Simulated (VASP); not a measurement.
# CdS (P6_3mc) in VASP: further runs

The runs below take CdS through single point, with PBEsol.

Program: VASP 6.6.1. These are calculated values, not measurements. Logs are shortened: lines on timing, memory, paths and dates and some standing lists are left out, and cuts for length are marked.

## 1. The cell of the first run

The structure is hexagonal, space group P6_3mc (No. 186). The conventional cell has a = 4.011 Å, b = 4.011 Å, c = 6.749 Å, α = 90.00°, β = 90.00°, γ = 120.00°. Cd (site symmetry 3m) has 4 S at 2.44 to 2.60 Å within 3.2 Å. Within 3.2 Å of S (site symmetry 3m) lie 4 Cd at 2.44 to 2.60 Å.

## 2. Single point, PBEsol (equal xx and yy strain of -3 %)

INCAR

```
SYSTEM = CdS
PREC     = Accurate       ! precision mode
ENCUT    = 520            ! plane-wave cutoff, eV
EDIFF    = 1E-6           ! SCF threshold, eV
ISMEAR   = -1             ! smearing method
SIGMA    = 0.01           ! smearing width, eV
LREAL    = .FALSE.        ! projectors in reciprocal space
LASPH    = .TRUE.         ! aspherical terms in the spheres
NELM     = 100            ! most SCF steps
ALGO     = Normal         ! electronic algorithm
ISIF     = 2              ! what is computed and relaxed
LWAVE    = .FALSE.        ! write WAVECAR
LCHARG   = .TRUE.         ! write CHGCAR
GGA      = PS             ! functional
LELF     = .TRUE.         ! ELF
LVHAR    = .TRUE.       
NBANDS   = 26             ! bands
```

KPOINTS

```
Automatic mesh
0
G
  7 7 4
  0 0 0
```

POSCAR

```
CdS
1.0
    4.0107552273      0.0000000000      0.0000000000
   -2.0053776136      3.4734159152      0.0000000000
    0.0000000000      0.0000000000      6.7490000000
Cd S
2 2
Direct
    0.3333333333      0.6666666667      0.0000000000
    0.6666666667      0.3333333333      0.5000000000
    0.3333333333      0.6666666667      0.3850000000
    0.6666666667      0.3333333333      0.8850000000
```

Potentials or basis: VASP PAW PBE potentials, release 64 (Cd, S).

The run is started by

```
$ cat potpaw_PBE.64/Cd/POTCAR potpaw_PBE.64/S/POTCAR > POTCAR
$ mpirun -np 1 vasp_std > vasp.out
```

OUTCAR:

```text
SYSTEM = CdS
   PREC = Accurate
   ENCUT = 520
   EDIFF = 1E-6
   ISMEAR = -1
   LREAL = .FALSE.
   LASPH = .TRUE.
   NELM = 100
   ISIF = 2
   GGA = PS

 ion  position               nearest neighbor table
   1  0.333  0.667  0.000-   4 2.44   4 2.44   4 2.44   3 2.60
   2  0.667  0.333  0.500-   3 2.44   3 2.44   3 2.44   4 2.60
   3  0.333  0.667  0.385-   2 2.44   2 2.44   2 2.44   1 2.60
   4  0.667  0.333  0.885-   1 2.44   1 2.44   1 2.44   2 2.60

  LATTYP: Found a hexagonal cell.
 ALAT       =     4.0107552273
 C/A-ratio  =     1.6827254763

  Lattice vectors:

 A1 = (   4.0107552273,   0.0000000000,   0.0000000000)
 A2 = (  -2.0053776136,   3.4734159152,   0.0000000000)
 A3 = (   0.0000000000,   0.0000000000,   6.7490000000)

Analysis of symmetry for initial positions (statically):
=====================================================================
 Subroutine PRICEL returns:
 Original cell was already a primitive cell.

 Routine SETGRP: Setting up the symmetry group for a
 hexagonal supercell.

 Subroutine GETGRP returns: Found 12 space group operations
 (whereof  6 operations were pure point group operations)
 out of a pool of 24 trial point group operations.

The static configuration has the point symmetry C_3v.
 The point group associated with its full space group is C_6v.

Analysis of symmetry for dynamics (positions and initial velocities):
=====================================================================
 Subroutine PRICEL returns:
 Original cell was already a primitive cell.

 Routine SETGRP: Setting up the symmetry group for a
 hexagonal supercell.

 Subroutine GETGRP returns: Found 12 space group operations
 (whereof  6 operations were pure point group operations)
 out of a pool of 24 trial point group operations.

The dynamic configuration has the point symmetry C_3v.
 The point group associated with its full space group is C_6v.

 Subroutine INISYM returns: Found 12 space group operations
 (whereof  6 operations are pure point group operations),
 and found     1 'primitive' translations

----------------------------------------------------------------------------------------

                                     Primitive cell

  volume of cell :      94.0205

  direct lattice vectors                    reciprocal lattice vectors
     4.010755227  0.000000000  0.000000000     0.249329601  0.143950512  0.000000000
    -2.005377614  3.473415915  0.000000000     0.000000000  0.287901024  0.000000000
     0.000000000  0.000000000  6.749000000     0.000000000  0.000000000  0.148170099

  length of vectors
     4.010755227  4.010755227  6.749000000     0.287901024  0.287901024  0.148170099

  position of ions in fractional coordinates (direct lattice)
     0.333333333  0.666666667  0.000000000
     0.666666667  0.333333333  0.500000000
     0.333333333  0.666666667  0.385000000
     0.666666667  0.333333333  0.885000000

  ion indices of the primitive-cell ions
   primitive index   ion index
                 1           1
                 2           2
                 3           3
                 4           4

----------------------------------------------------------------------------------------

 KPOINTS: Automatic mesh

Automatic generation of k-mesh.
 Grid dimensions read from file:
 generate k-points for:    7    7    4

 Generating k-lattice:

  Cartesian coordinates                     Fractional coordinates (reciprocal lattice)
     0.035618514  0.020564359  0.000000000     0.142857143  0.000000000  0.000000000
     0.000000000  0.041128718  0.000000000     0.000000000  0.142857143  0.000000000
     0.000000000  0.000000000  0.037042525     0.000000000  0.000000000  0.250000000

  Length of vectors
     0.041128718  0.041128718  0.037042525

  Shift w.r.t. Gamma in fractional coordinates (k-lattice)
     0.000000000  0.000000000  0.000000000

 Subroutine IBZKPT returns following result:
 ===========================================

 Found     24 irreducible k-points:

 Following reciprocal coordinates:
            Coordinates               Weight
  0.000000  0.000000  0.000000      1.000000
  0.142857 -0.000000  0.000000      6.000000
  0.285714  0.000000  0.000000      6.000000
  0.428571  0.000000  0.000000      6.000000
  0.142857  0.142857  0.000000      6.000000
  0.285714  0.142857  0.000000     12.000000
[... 16 lines left out ...]
  0.428571  0.142857  0.500000      6.000000
  0.285714  0.285714  0.500000      6.000000
   k-points           NKPTS =     24   k-points in BZ     NKDIM =     24   number of bands    NBANDS=     26
   number of dos      NEDOS =    301   number of ions     NIONS =      4
   total plane-waves  NPLWV =  45000
   dimension x,y,z NGX =    30 NGY =   30 NGZ =   50
   dimension x,y,z NGXF=    60 NGYF=   60 NGZF=  100
   ions per type =               2   2
   NGX,Y,Z   is equivalent  to a cutoff of  12.44, 12.44, 12.32 a.u.
   NGXF,Y,Z  is equivalent  to a cutoff of  24.87, 24.87, 24.63 a.u.
 SYSTEM =  CdS
   PREC   = accura    normal or accurate (medium, high low for compatibility)
   ISTART =      0    job   : 0-new  1-cont  2-samecut
   ICHARG =      2    charge: 1-file 2-atom 10-const
   ISPIN  =      1    spin polarized calculation?
   LNONCOLLINEAR =      F non collinear calculations
   LSORBIT =      F    spin-orbit coupling
   LASPH  =      T    aspherical Exc in radial PAW
   ENCUT  =  520.0 eV  38.22 Ry    6.18 a.u.   7.46  7.46 12.55*2*pi/ulx,y,z
   NELM   =    100;   NELMIN=  2; NELMDL= -5     # of ELM steps
   EDIFF  = 0.1E-05   stopping-criterion for ELM
   LREAL  =      F    real-space projection
   EDIFFG = 0.1E-04   stopping-criterion for IOM
   NSW    =      0    number of steps for IOM
   IBRION =     -1    ionic relax: 0-MD 1-quasi-New 2-CG
   NFREE  =      0    steps in history (QN), initial steepest desc. (CG)
   ISIF   =      2    stress and relaxation
   ISYM   =      2    0-nonsym 1-usesym 2-fastsym
   POTIM  = 0.5000    time-step for ionic-motion
   TEBEG  =    0.0;   TEEND  =   0.0 temperature during run
   PSTRESS=    0.0 pullay stress
   NELECT =      36.0000    total number of electrons
   NUPDOWN=      -1.0000    fix difference up-down
   EMIN   =  10.00;   EMAX   =-10.00  energy-range for DOS
   EFERMI =   0.00;   METHOD = LEGACY
   ISMEAR =    -1;   SIGMA  =   0.01  broadening in eV -4-tet -1-fermi 0-gaus
   EFERMI_NEDOS =   21; number of points for ismear=-14 and -15
   IALGO  =     38    algorithm
   IMIX   =      4    mixing-type and parameters
     AMIX     =   0.40;   BMIX     =  1.00
     AMIX_MAG =   1.60;   BMIX_MAG =  1.00
  volume/ion in A,a.u.               =      23.51       158.62
  Fermi-wavevector in a.u.,A,eV,Ry     =   1.188780  2.246469 19.227729  1.413198
  Thomas-Fermi vector in A             =   2.324902
   LORBIT       =      0    0 simple, 1 ext, 2 COOP (PROOUT), +10 PAW based schemes
   GGA     = PS    functional components
   LHFCALC =     F    Hartree Fock is set to
   AEXX    =    0.0000 exact exchange contribution
   IVDW    =     0    specifies the selected vdW correction
   LEPSILON=     F    determine dielectric tensor
   LRPA    =     F    only Hartree local field effects (RPA)
 non-spin polarized calculation
  energy-cutoff  :      520.00
  volume of cell :       94.02
 maximum number of plane-waves:      2563
 NGX is ok and might be reduce to    30
   NGX = 15   NGY = 15   NGZ = 25

 number of electron      36.0000004 magnetization

 Free energy of the ion-electron system (eV)
  ---------------------------------------------------
  ext. energy  EPLUGINS =         0.00000000
  ---------------------------------------------------
  free energy    TOTEN  =       -13.49027555 eV

  energy without entropy =      -13.49027555  energy(sigma->0) =      -13.49027555

 E-fermi :   1.9678     XC(G=0):  -9.6239

 val. band max:        1.7312291656   @ k =   0.0000   0.0000   0.0000
 cond. band min:       2.9081783583   @ k =   0.0000   0.0000   0.0000
 fundamental gap:      1.1769491927
 Fermi energy:         1.9678333994

 k-point     1 :       0.0000    0.0000    0.0000
  band No.  band energies     occupation
      1     -11.0703      2.00000
      2     -10.6217      2.00000
      3      -6.2968      2.00000
      4      -6.2968      2.00000
      5      -6.2256      2.00000
      6      -6.2256      2.00000
[... 18 lines left out ...]
     25       9.2371      0.00000
     26       9.2371      0.00000

 k-point     2 :       0.1429   -0.0000    0.0000
  band No.  band energies     occupation
      1     -10.9838      2.00000
      2     -10.5770      2.00000
      3      -6.2538      2.00000
      4      -6.2527      2.00000
      5      -6.1816      2.00000
      6      -6.1723      2.00000
[... 18 lines left out ...]
     25       9.0723      0.00000
     26       9.7309      0.00000

 k-point     3 :       0.2857    0.0000    0.0000
  band No.  band energies     occupation
      1     -10.7796      2.00000
      2     -10.4852      2.00000
      3      -6.1680      2.00000
      4      -6.1531      2.00000
      5      -6.0497      2.00000
      6      -6.0192      2.00000
[... 18 lines left out ...]
     25       9.8067      0.00000
     26      10.1362      0.00000

 k-point     4 :       0.4286    0.0000    0.0000
  band No.  band energies     occupation
      1     -10.5967      2.00000
      2     -10.4307      2.00000
      3      -6.1225      2.00000
      4      -6.1170      2.00000
      5      -5.9529      2.00000
      6      -5.8797      2.00000
[... 18 lines left out ...]
     25       9.9476      0.00000
     26      11.6615      0.00000
[... 496 lines left out ...]
      1     -10.5319      2.00000
      2     -10.5319      2.00000
      3      -6.0755      2.00000
      4      -6.0755      2.00000
      5      -6.0276      2.00000
      6      -6.0276      2.00000
[... 18 lines left out ...]
     25       9.9453      0.00000
     26       9.9453      0.00000

 k-point    23 :       0.4286    0.1429    0.5000
  band No.  band energies     occupation
      1     -10.4725      2.00000
      2     -10.4725      2.00000
      3      -6.0447      2.00000
      4      -6.0447      2.00000
      5      -6.0199      2.00000
      6      -6.0199      2.00000
[... 18 lines left out ...]
     25      10.5779      0.00000
     26      10.5779      0.00000

 k-point    24 :       0.2857    0.2857    0.5000
  band No.  band energies     occupation
      1     -10.4591      2.00000
      2     -10.4591      2.00000
      3      -6.0374      2.00000
      4      -6.0374      2.00000
      5      -5.9804      2.00000
      6      -5.9804      2.00000
[... 18 lines left out ...]
     25      10.4000      0.00000
     26      10.4000      0.00000

------------------------ aborting loop because EDIFF is reached ----------------------------------------

  FORCE on cell =-STRESS in cart. coord.  units (eV):
  Direction    XX          YY          ZZ          XY          YZ          ZX
  --------------------------------------------------------------------------------------
  -------------------------------------------------------------------------------------
  Total        3.8826775      3.8826775      0.0481214      0.0000000      0.0000000      0.0000000
  in kB       66.1636607     66.1636607      0.8200234      0.0000000      0.0000000      0.0000000
  external PRESSURE =      44.3824483 kB  Pullay stress =       0.0000000 kB

 VOLUME and BASIS-vectors are now :
 -----------------------------------------------------------------------------
  energy-cutoff  :      520.00
  volume of cell :       94.02
      direct lattice vectors                 reciprocal lattice vectors
     4.010755227  0.000000000  0.000000000     0.249329601  0.143950512  0.000000000
    -2.005377614  3.473415915  0.000000000     0.000000000  0.287901024  0.000000000
     0.000000000  0.000000000  6.749000000     0.000000000  0.000000000  0.148170099

 POSITION                                       TOTAL-FORCE (eV/Angst)
 -----------------------------------------------------------------------------------
     -0.00000      2.31561      0.00000        -0.000000      0.000000      0.553514
      2.00538      1.15781      3.37450         0.000000     -0.000000      0.553514
     -0.00000      2.31561      2.59836        -0.000000      0.000000     -0.553514
      2.00538      1.15781      5.97286         0.000000      0.000000     -0.553514
 -----------------------------------------------------------------------------------
    total drift:                               -0.000000     -0.000000     -0.000970

  FREE ENERGIE OF THE ION-ELECTRON SYSTEM (eV)
  ---------------------------------------------------
  free  energy   TOTEN  =       -13.4902755500 eV

  energy  without entropy=      -13.4902755500  energy(sigma->0) =      -13.49027555
```

Wall time 1.8 min (1 thread of Intel Xeon 8259CL, shared host); peak memory 0.22 GiB.

What came out:

```
Free energy            : -13.4903 eV
Pressure               : 4.4 GPa
Largest force          : 0.554 eV/Å
Band gap on the k mesh : 1.18 eV
```

Forces in eV/Å, atoms in the order of the input:
```
Cd   0.000  0.000  0.554
Cd   0.000  0.000  0.554
S    0.000  0.000 -0.554
S    0.000  0.000 -0.554
```

Stress tensor (GPa, compression positive):
```
6.62 0.00 0.00
0.00 6.62 0.00
0.00 0.00 0.08
```

Levels at points of the mesh, in eV from the valence-band top:
```tsv
k point	band 14	band 15	band 16	band 17	band 18	band 19	band 20	band 21	band 22	band 23
(0.00, 0.00, 0.00)	-0.72	-0.72	-0.17	0.00	0.00	1.18	2.80	6.31	6.46	6.46
(0.00, 0.00, 0.50)	-2.70	-0.37	-0.37	-0.37	-0.37	2.84	2.84	5.91	5.91	6.80
```

Caveat: the cell differs from its parent crystal (equal xx and yy strain of -3 %); the cell stands under pressure; the PAW data sets were made with another functional, which shifts forces and pressure a little.

## 3. Single point, PBEsol (zz strain of -3 %)

INCAR

```
SYSTEM = CdS
ALGO = Normal
EDIFF = 1E-7
ENCUT = 520
GGA = PS
ISIF = 2
ISMEAR = -1
LASPH = .True.
LCHARG = .False.
LREAL = .False.
LWAVE = .False.
NBANDS = 26
NELM = 100
PREC = Accurate
SIGMA = 0.01
```

KPOINTS

```
k-points
0
Gamma
  7 7 4
  0 0 0
```

POSCAR

```
CdS
1.0
    4.1347992034      0.0000000000      0.0000000000
   -2.0673996017      3.5808411497      0.0000000000
    0.0000000000      0.0000000000      6.5465300000
Cd S
2 2
Direct
    0.3333333333      0.6666666667      0.0000000000
    0.6666666667      0.3333333333      0.5000000000
    0.3333333333      0.6666666667      0.3850000000
    0.6666666667      0.3333333333      0.8850000000
```

Potentials or basis: VASP PAW PBE potentials, release 64 (Cd, S).

The run is started by

```
$ cat potpaw_PBE.64/Cd/POTCAR potpaw_PBE.64/S/POTCAR > POTCAR
$ mpirun -np 1 vasp_std > vasp.out
```

Wall time 1.7 min (1 thread of Intel Xeon 8259CL, shared host); peak memory 0.24 GiB.

It converged, with:

```
Free energy            : -13.6119 eV
Pressure               : 1.6 GPa
Largest force          : 0.053 eV/Å
Band gap on the k mesh : 1.16 eV
```

Forces on the atoms (eV/Å):
```
Cd   0.000  0.000  0.053
Cd   0.000  0.000  0.053
S    0.000  0.000 -0.053
S    0.000  0.000 -0.053
```

Stress tensor (GPa, compression positive):
```
1.38 0.00 0.00
0.00 1.38 0.00
0.00 0.00 2.16
```

Levels at points of the mesh, in eV from the valence-band top:
```tsv
k point	band 16	band 17	band 18	band 19	band 20	band 21
(0.00, 0.00, 0.00)	-0.03	-0.03	0.00	1.16	2.49	6.26
(0.00, 0.00, 0.50)	-0.45	-0.45	-0.45	2.74	2.74	6.15
```

Caveat: the cell differs from its parent crystal (zz strain of -3 %); the PAW data sets were made with another functional, which shifts forces and pressure a little.

## 4. Single point, PBEsol (zz strain of -2 %)

INCAR

```
  PREC = Accurate
  ENCUT = 520
  EDIFF = 1E-6
  ISMEAR = -1
  SIGMA = 0.01
  LREAL = False
  LASPH = True
  NELM = 100
  ALGO = Normal
  ISIF = 2
  LWAVE = False
  LCHARG = False
  GGA = PS
  NBANDS = 26
```

KPOINTS

```
Automatic mesh
0
Gamma
  7 7 4
```

POSCAR, as its differences from that of step 3:

```diff
@@ -4,3 +4,3 @@
    -2.0673996017      3.5808411497      0.0000000000
-    0.0000000000      0.0000000000      6.5465300000
+    0.0000000000      0.0000000000      6.6140200000
 Cd S
```

The run is started by

```
$ cat potpaw_PBE.64/Cd/POTCAR potpaw_PBE.64/S/POTCAR > POTCAR
$ mpirun -np 1 vasp_std > vasp.out
```

It took 95 s on 1 thread of Intel Xeon 8259CL, shared host; peak memory 0.24 GiB.

The run converged. Its results:

* Free energy: -13.6212 eV
* Pressure: 1.0 GPa
* Largest force: 0.135 eV/Å
* Band gap on the k mesh: 1.15 eV

Forces on the atoms (eV/Å):
```
Cd   0.000  0.000  0.135
Cd   0.000  0.000  0.135
S    0.000  0.000 -0.135
S    0.000  0.000 -0.135
```

Stress tensor (GPa, compression positive):
```
1.08 0.00 0.00
0.00 1.08 0.00
0.00 0.00 0.76
```

Levels at points of the mesh, in eV from the valence-band top:
| k point | band 14 | band 15 | band 16 | band 17 | band 18 | band 19 | band 20 | band 21 | band 22 | band 23 |
| --- | --- | --- | --- | --- | --- | --- | --- | --- | --- | --- |
| (0.00, 0.00, 0.00) | -0.79 | -0.79 | -0.01 | -0.01 | 0.00 | 1.15 | 2.54 | 6.31 | 6.31 | 6.87 |
| (0.00, 0.00, 0.50) | -2.44 | -0.41 | -0.41 | -0.41 | -0.41 | 2.74 | 2.74 | 6.12 | 6.12 | 6.65 |

Caveat: the cell differs from its parent crystal (zz strain of -2 %); the PAW data sets were made with another functional, which shifts forces and pressure a little.

## 5. Single point, PBEsol (equal xx and yy strain of -1 %)

INCAR

```
ALGO = Normal ; EDIFF = 1E-6
ENCUT = 520 ; GGA = PS
ISIF = 2 ; ISMEAR = -1
LASPH = True ; LCHARG = True
LELF = True ; LREAL = False
LVHAR = True ; LWAVE = False
NBANDS = 26 ; NELM = 60
PREC = Accurate ; SIGMA = 0.01
```

KPOINTS

```
k-points
0
Gamma
  7 7 4
```

POSCAR

```
CdS
1.0
    4.0934512114      0.0000000000      0.0000000000
   -2.0467256057      3.5450327382      0.0000000000
    0.0000000000      0.0000000000      6.7490000000
Cd S
2 2
Direct
    0.3333333333      0.6666666667      0.0000000000
    0.6666666667      0.3333333333      0.5000000000
    0.3333333333      0.6666666667      0.3850000000
    0.6666666667      0.3333333333      0.8850000000
```

The run is started by

```
$ cat potpaw_PBE.64/Cd/POTCAR potpaw_PBE.64/S/POTCAR > POTCAR
$ mpirun -np 1 vasp_std > vasp.out
```

Wall time 1.8 min (1 thread of Intel Xeon 8259CL, shared host); peak memory 0.22 GiB.

It converged, with:

```yaml
Free_energy: -13.5980 eV
Pressure: 1.2 GPa
Largest_force: 0.339 eV/Å
Band_gap_on_the_k_mesh: 1.12 eV
```

Forces on the atoms (eV/Å):
```
Cd   0.000  0.000  0.339
Cd   0.000  0.000  0.339
S    0.000  0.000 -0.339
S    0.000  0.000 -0.339
```

Stress tensor (GPa, compression positive):
```
 2.32  0.00  0.00
 0.00  2.32  0.00
 0.00  0.00 -1.09
```

Levels at points of the mesh, in eV from the valence-band top:
| k point | band 14 | band 15 | band 16 | band 17 | band 18 | band 19 | band 20 | band 21 | band 22 | band 23 |
| --- | --- | --- | --- | --- | --- | --- | --- | --- | --- | --- |
| (0.00, 0.00, 0.00) | -0.71 | -0.71 | -0.08 | 0.00 | 0.00 | 1.12 | 2.67 | 6.41 | 6.41 | 6.55 |
| (0.00, 0.00, 0.50) | -2.52 | -0.37 | -0.37 | -0.37 | -0.37 | 2.76 | 2.76 | 5.98 | 5.98 | 6.75 |

Caveat: the cell differs from its parent crystal (equal xx and yy strain of -1 %); the PAW data sets were made with another functional, which shifts forces and pressure a little.

## 6. The runs side by side

```csv
cell,gap on the mesh (eV),pressure (GPa),largest force (eV/Å)
"a = 4.011, b = 4.011, c = 6.749 Å, angles 90.0, 90.0, 120.0°, 4 atoms",1.18,4.4,0.55
"a = 4.135, b = 4.135, c = 6.547 Å, angles 90.0, 90.0, 120.0°, 4 atoms",1.16,1.6,0.05
"a = 4.135, b = 4.135, c = 6.614 Å, angles 90.0, 90.0, 120.0°, 4 atoms",1.15,1.0,0.13
"a = 4.093, b = 4.093, c = 6.749 Å, angles 90.0, 90.0, 120.0°, 4 atoms",1.12,1.2,0.34
```

Alike in all rows: task single point; level PBEsol; potentials or basis VASP PAW PBE potentials, release 64 (Cd, S); no spin polarisation; k mesh 7 × 7 × 4; cutoff (eV) 520; smearing fermi-dirac 0.01 eV.

Caveats: the PAW data sets were made with another functional, which shifts forces and pressure a little; the cell stands under pressure (at least some runs).

Absolute energies hang on the potentials; compare differences alone.
